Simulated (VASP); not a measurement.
Set up this calculation in VASP 6.6.1, as the native input.

```
Task                   : single point
Functional             : PBE
Potentials or basis    : VASP PAW PBE potentials, release 64 (Hf_pv, N)
Cutoff                 : 520 eV
k mesh                 : 18 × 18 × 18
Occupations            : fermi-dirac, width 0.05 eV
Spin                   : no spin polarisation
Dipole correction      : no
Further INCAR settings : ALGO = Normal; EDIFF = 1e-06; NBANDS = 14
```

The structure of HfN lies in POSCAR:

```
HfN
1.0
    0.0000000000      2.2590000000      2.2364100000
    2.2590000000      0.0000000000      2.2364100000
    2.2590000000      2.2590000000      0.0000000000
Hf N
1 1
Direct
    0.0000000000      0.0000000000      0.0000000000
    0.5000000000      0.5000000000      0.5000000000
```

This cell differs from its parent crystal: z stretched by -1 %, then relaxed in part.

These files were run (other wordings do the same):

INCAR

```
ALGO = Normal ; EDIFF = 1E-6
ENCUT = 520 ; GGA = PE
ISIF = 2 ; ISMEAR = -1
LASPH = True ; LCHARG = False
LREAL = False ; LWAVE = False
NBANDS = 14 ; NELM = 100
PREC = Accurate ; SIGMA = 0.05
```

KPOINTS

```
k-points
0
Gamma
  18 18 18
```

Potentials or basis: VASP PAW PBE potentials, release 64 (Hf_pv, N).

Command:

```console
$ cat potpaw_PBE.64/Hf_pv/POTCAR potpaw_PBE.64/N/POTCAR > POTCAR
$ mpirun -np 1 vasp_std > vasp.out
```

It gave:

```yaml
Pressure: 6.0 GPa
```

Caveat: the cell differs from its parent crystal (z stretched by -1 %, then relaxed in part).

Run time: 41 s on 1 thread of Intel(R) Xeon(R) 6975P-C (Granite Rapids), on a shared host, peak memory 0.27 GiB.
